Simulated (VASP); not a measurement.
Wanted: the native input for a VASP 6.6.1 run.

```yaml
Task: single point
Functional: r2SCAN
Potentials_or_basis: VASP PAW PBE potentials, release 64 (Nb_sv)
Cutoff: 520 eV
k_mesh: 12 × 12 × 10
Occupations: gaussian, width 0.1 eV
Spin: no spin polarisation
Dipole_correction: no
Further_INCAR_settings: ALGO = Normal; EDIFF = 1e-06; NBANDS = 34
```

The system is Nb.

```
Nb
1.0
     4.51992    0.00000    0.00000
    -2.25996    3.91436    0.00000
     0.00000    0.00000    4.84229
Nb
4
Direct
  0.00000 0.00000 0.25000
  0.00000 0.00000 0.75000
  0.33333 0.66667 0.75000
  0.66667 0.33333 0.25000
```

The input as run:

POSCAR

```
Nb
1.0
    4.5199151301      0.0000000000      0.0000000000
   -2.2599575651      3.9143613256      0.0000000000
    0.0000000000      0.0000000000      4.8422865496
Nb
4
Direct
    0.0000000000      0.0000000000      0.2500000000
    0.0000000000      0.0000000000      0.7500000000
    0.3333333333      0.6666666667      0.7500000000
    0.6666666667      0.3333333333      0.2500000000
```

INCAR.step1

```
PREC = Accurate
ENCUT = 520
ISMEAR = 0
SIGMA = 0.1
LREAL = False
LASPH = True
NELM = 60
NBANDS = 34
GGA = PE
ALGO = Normal
EDIFF = 1E-4
LWAVE = True
LCHARG = False
```

INCAR.step2

```
PREC = Accurate
ENCUT = 520
EDIFF = 1E-6
ISMEAR = 0
SIGMA = 0.1
LREAL = False
LASPH = True
NELM = 60
ALGO = Normal
ISIF = 2
LWAVE = False
LCHARG = False
METAGGA = R2SCAN
LMIXTAU = True
NBANDS = 34
ISTART = 1
```

KPOINTS

```
Automatic mesh
0
Gamma
  12 12 10
```

Potentials or basis: VASP PAW PBE potentials, release 64 (Nb_sv).

Launch:

```bash
$ cat potpaw_PBE.64/Nb_sv/POTCAR > POTCAR
$ cp INCAR.step1 INCAR
$ mpirun -np 1 vasp_std > vasp.out
$ cp INCAR.step2 INCAR
$ mpirun -np 1 vasp_std > vasp.out
```

It gave:

* Pressure: 0.0 GPa
* Band gap on the k mesh: zero (band 26 reaches 9.54 eV, above the bottom of band 27 at 8.68 eV)

Caveat: the PAW data sets were made with another functional, which shifts forces and pressure a little.

Run time: 30 min on 1 thread of Oxide Virtual Turin-like Processor (shared host), peak memory 0.34 GiB.
